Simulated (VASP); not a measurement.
Input of a VASP 6.6.1 run:

The input INCAR:

```
SYSTEM = Co
  PREC = Accurate
  ENCUT = 690
  EDIFF = 1E-6
  ISMEAR = -1
  SIGMA = 0.05
  LREAL = .FALSE.
  LASPH = .TRUE.
  NELM = 200
  ALGO = Normal
  ISIF = 2
  LWAVE = .FALSE.
  LCHARG = .FALSE.
  ISPIN = 2
  MAGMOM = 2 2
  LORBIT = 11
  LMAXMIX = 4
  GGA = RP
  IVDW = 13
  NBANDS = 28
  GGA_COMPAT = .FALSE.
```

File KPOINTS:

```
regular mesh
0
G
  12 12 7
  0 0 0
```

File POSCAR:

```
Co
1.0
    2.4719999032      0.0000000000      0.0000000000
   -1.2359999516      2.1408147143      0.0000000000
    0.0000000000      0.0000000000      4.0211440800
Co
2
Direct
    0.6666666667      0.3333333333      0.7500000000
    0.3333333333      0.6666666667      0.2500000000
```

Potentials or basis: VASP PAW PBE potentials, release 64 (Co_sv).

Run with:

```sh
$ cat potpaw_PBE.64/Co_sv/POTCAR > POTCAR
$ mpirun -np 1 vasp_std > vasp.out
```

**Question.** Estimate the pressure.

**Answer.** -3.5 GPa.

**Question.** Estimate the net moment.

**Answer.** 3.24 μB per cell.

**Question.** Estimate the site moments.

**Answer.** Co +1.70 μB.

Stress tensor (GPa, compression positive):
```
-2.59  0.00  0.00
 0.00 -2.59  0.00
 0.00  0.00 -5.26
```

Caveat: the cell stands under tension; the PAW data sets were made with another functional, which shifts forces and pressure a little.
